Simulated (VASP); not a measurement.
Here is a VASP 6.6.1 calculation.

Contents of INCAR:

```
SYSTEM = Ir
PREC = Accurate ; ENCUT = 500
EDIFF = 1E-7 ; ISMEAR = 0
SIGMA = 0.1 ; LREAL = .False.
LASPH = .True. ; NELM = 120
ALGO = Normal ; ISIF = 3
LWAVE = .False. ; LCHARG = .False.
GGA = PS ; IBRION = 2
NSW = 80 ; EDIFFG = -0.05
GGA_COMPAT = .False. ; NELMIN = 4
```

KPOINTS

```
regular mesh
0
Gamma
  6 6 6
  0 0 0
```

File POSCAR:

```
Ir
1.0
    0.0000000000      3.1616717743      3.1616717743
    3.1616717743      0.0000000000      3.1616717743
    3.1616717743      3.1616717743      0.0000000000
Ir
2
Direct
    0.5000000000      0.5000000000      0.5000000000
    0.7500000000      0.7500000000      0.7500000000
```

Potentials or basis: VASP PAW PBE potentials, release 64 (Ir).

Command:

```bash
$ cat potpaw_PBE.64/Ir/POTCAR > POTCAR
$ mpirun -np 1 vasp_std > vasp.out
```

(1) Predict the band gap on the k mesh.

(2) What does it give for the space group after relaxing (to 0.1 Å)?

(3) Estimate the relaxed cell.

## Answers

(1) zero (bands 9 and 10 overlap by 1.40 eV).

(2) Fd-3m (No. 227).

(3) a = 3.894 Å, b = 3.894 Å, c = 3.894 Å, α = 60.00°, β = 60.00°, γ = 60.00°.

Caveat: spin-orbit coupling is left out, which moves the levels of the heavy elements.
